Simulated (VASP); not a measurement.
Input of a VASP 6.6.1 run:

INCAR

```
SYSTEM = Cu2H3
PREC = Accurate
ENCUT = 520
EDIFF = 1E-7
ISMEAR = 0
SIGMA = 0.1
LREAL = .False.
LASPH = .True.
NELM = 60
ALGO = Normal
ISIF = 2
LWAVE = .False.
LCHARG = .False.
GGA = PE
NBANDS = 20
```

Contents of KPOINTS:

```
Automatic mesh
0
Gamma
  14 14 8
  0 0 0
```

POSCAR

```
Cu2H3
1.0
    2.7837162217      0.0000000000      0.0000000000
    0.0000000000      2.7837162217      0.0000000000
    0.0000000000      0.0000000000      4.9608010356
Cu H
2 3
Direct
    0.0000000000      0.0000000000      0.7271366828
    0.5000000000      0.5000000000      0.3708061360
    0.5000000000      0.0000000000      0.9016353698
    0.0000000000      0.5000000000      0.9016353698
    0.0000000000      0.0000000000      0.3687863616
```

Potentials or basis: VASP PAW PBE potentials, release 64 (Cu, H).

Command:

```console
$ cat potpaw_PBE.64/Cu/POTCAR potpaw_PBE.64/H/POTCAR > POTCAR
$ mpirun -np 1 vasp_std > vasp.out
```

Problem. Estimate the pressure.

Solution. 0.2 GPa.

Problem. Predict the largest force.

Solution. 0.023 eV/Å.

Stress tensor (GPa, compression positive):
```
0.21 0.00 0.00
0.00 0.21 0.00
0.00 0.00 0.08
```

Caveat: an odd number of electrons without spin polarisation forces a metal; a magnetic or distorted state may lie lower.
